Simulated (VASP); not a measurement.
## GdO: single point with PBE

Crystal: GdO.

```
Gd O
1.0
     0.00000    2.70000    2.70000
     2.70000    0.00000    2.70000
     2.70000    2.70000    0.00000
Gd O
1 1
Direct
  0.00000 0.00000 0.00000
  0.25000 0.25000 0.25000
```

| Quantity | Value |
| --- | --- |
| Program | VASP 6.6.1 |
| Task | single point |
| Functional | PBE |
| Potentials or basis | VASP PAW PBE potentials, release 64 (Gd, O) |
| Cutoff | 520 eV |
| k mesh | 3 × 3 × 3 |
| Occupations | fermi-dirac, width 0.05 eV |
| Spin | collinear spin, ferromagnetic start |
| Starting moments | [7.0, 0.0] μB |

```json
{
 "Pressure": "-2.1 GPa",
 "Net moment": "7.60 μB per cell",
 "Site moments": "Gd +6.90; O -0.04 μB",
 "Valence electrons inside the program's atomic spheres": "Gd 15.22; O 4.99"
}
```

Levels at points of the mesh, in eV from the Fermi level:
Spin up:
```csv
k point,band 13,band 14,band 15,band 16,band 17,band 18,band 19,band 20
"(0.00, 0.00, 0.00)",-4.65,-4.65,-4.65,-2.21,2.58,2.58,4.51,4.51
```
Spin down:
| k point | band 4 | band 5 | band 6 | band 7 | band 8 | band 9 | band 10 | band 11 | band 12 | band 13 |
| --- | --- | --- | --- | --- | --- | --- | --- | --- | --- | --- |
| (0.00, 0.00, 0.00) | -20.43 | -19.48 | -5.60 | -5.60 | -5.60 | -1.38 | 0.43 | 0.43 | 0.43 | 0.63 |

Wall time 17 s on 1 thread of Intel(R) Xeon(R) 6975P-C (Granite Rapids), on a shared host, peak memory 0.18 GiB.

Caveat: the k points lie up to 0.67 Å⁻¹ apart; spin-orbit coupling is left out, which moves the levels of the heavy elements; a cell with one magnetic atom can't hold antiferromagnetic order, which such compounds often take; semilocal functionals describe open f shells poorly, which spoils levels, moments and volumes. The state reached can hang on the start; a lower one may exist.
